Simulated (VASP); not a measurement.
A run of VASP 6.6.1:

INCAR

```
PREC     = Accurate       # precision mode
ENCUT    = 520            # plane-wave cutoff, eV
EDIFF    = 1E-7           # SCF threshold, eV
ISMEAR   = 0              # smearing method
SIGMA    = 0.15           # smearing width, eV
LREAL    = F              # projectors in reciprocal space
LASPH    = T              # aspherical terms in the spheres
NELM     = 100            # most SCF steps
ALGO     = Normal         # electronic algorithm
ISIF     = 2              # what is computed and relaxed
LWAVE    = F              # write WAVECAR
LCHARG   = T              # write CHGCAR
LELF     = T              # ELF
LVHAR    = T            
NBANDS   = 11             # bands
```

The input KPOINTS:

```
regular mesh
0
Gamma
  20 20 20
```

Contents of POSCAR:

```
Si
1.0
   -2.1935193817      2.3713723045      1.3292653899
    2.1935193817     -2.3713723045      1.3292653899
    2.1935193817      2.3713723045     -1.3292653899
Si
2
Direct
    0.2500000000      0.7500000000      0.5000000000
    0.5000000000      0.5000000000      0.0000000000
```

Potentials or basis: VASP PAW LDA potentials, release 64 (Si).

Launch:

```sh
$ cat potpaw_LDA.64/Si/POTCAR > POTCAR
$ mpirun -np 1 vasp_std > vasp.out
```

Hardware: 1 thread of Intel(R) Xeon(R) 6975P-C (Granite Rapids) (shared host).

**Question.** Estimate the wall time of this run.

**Answer.** Run time: 3 min on 1 thread of Intel(R) Xeon(R) 6975P-C (Granite Rapids), with other jobs on the host, peak memory 0.36 GiB. Counts: scf iterations 12, k points 1166.
